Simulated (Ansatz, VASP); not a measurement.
## Rh: VASP beside Ansatz

```
CELL_PARAMETERS angstrom
4.25148 0.00000 0.00000
-2.12574 3.68189 0.00000
0.00000 0.00000 2.60598
ATOMIC_POSITIONS crystal
Rh 0.00000 0.00000 0.00000
Rh 0.33333 0.66667 0.50000
Rh 0.66667 0.33333 0.50000
```

Alike in both runs: functional LDA; k mesh 9 × 9 × 12; occupations fermi-dirac, width 0.1 eV; no spin polarisation.

Ansatz relaxed the structure, and its values are those at the end. VASP's run is a single point on that final structure, the one shown.

```csv
,VASP,Ansatz
version,VASP 6.6.1,Ansatz 0.2.0
potentials or method,"VASP PAW LDA potentials, release 64 (Rh_pv), cutoff 520 eV","plane waves (420 eV) with PAW, scalar-relativistic"
valence electrons in the cell,45,51
```

VASP gave:

- pressure (GPa): 0.9

Q: What did Ansatz give for the same quantities?

A: Pressure (GPa): 0.0.

Ansatz warns that its potentials were made for another functional, while VASP's fit it. LDA's correlation is that of Perdew and Zunger in VASP and of Perdew and Wang (1992) in Ansatz. VASP's potentials hold 45 valence electrons a cell and Ansatz's 51, so a difference there can come from the potentials and not from the codes.
